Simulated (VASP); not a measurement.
Input of a VASP 6.6.1 run:

Contents of INCAR:

```
SYSTEM = AlNi
PREC = Accurate ; ENCUT = 600
EDIFF = 1E-6 ; ISMEAR = 0
SIGMA = 0.1 ; LREAL = .False.
LASPH = .True. ; NELM = 100
ALGO = Normal ; ISIF = 3
LWAVE = .False. ; LCHARG = .False.
GGA = PE ; IBRION = 2
NSW = 100 ; EDIFFG = -0.005
```

KPOINTS

```
Automatic mesh
0
Gamma
  14 14 14
  0 0 0
```

POSCAR

```
AlNi
1.0
    2.8597112900      0.0000000000      0.0000000000
    0.0000000000      2.8597112900      0.0000000000
    0.0000000000      0.0000000000      2.8597112900
Al Ni
1 1
Direct
    0.5000000000      0.5000000000      0.5000000000
    0.0000000000      0.0000000000      0.0000000000
```

Potentials or basis: VASP PAW PBE potentials, release 64 (Al, Ni).

The run is started by

```sh
$ cat potpaw_PBE.64/Al/POTCAR potpaw_PBE.64/Ni/POTCAR > POTCAR
$ mpirun -np 1 vasp_std > vasp.out
```

Task: Estimate the relaxed volume.

Result: 12.11 Å³/atom.

Task: Predict the space group after relaxing (to 0.05 Å).

Result: Pm-3m (No. 221).

Final structure:
```yaml
crystal:
  lattice:
    - [2.89304, 0.00000, 0.00000]
    - [0.00000, 2.89304, 0.00000]
    - [0.00000, 0.00000, 2.89304]
  atoms:
    - { symbol: Al, position: [0.50000, 0.50000, 0.50000] }
    - { symbol: Ni, position: [0.00000, 0.00000, 0.00000] }
```

Spin polarisation is off, so any magnetic state and its effect on volume and gap are missing.
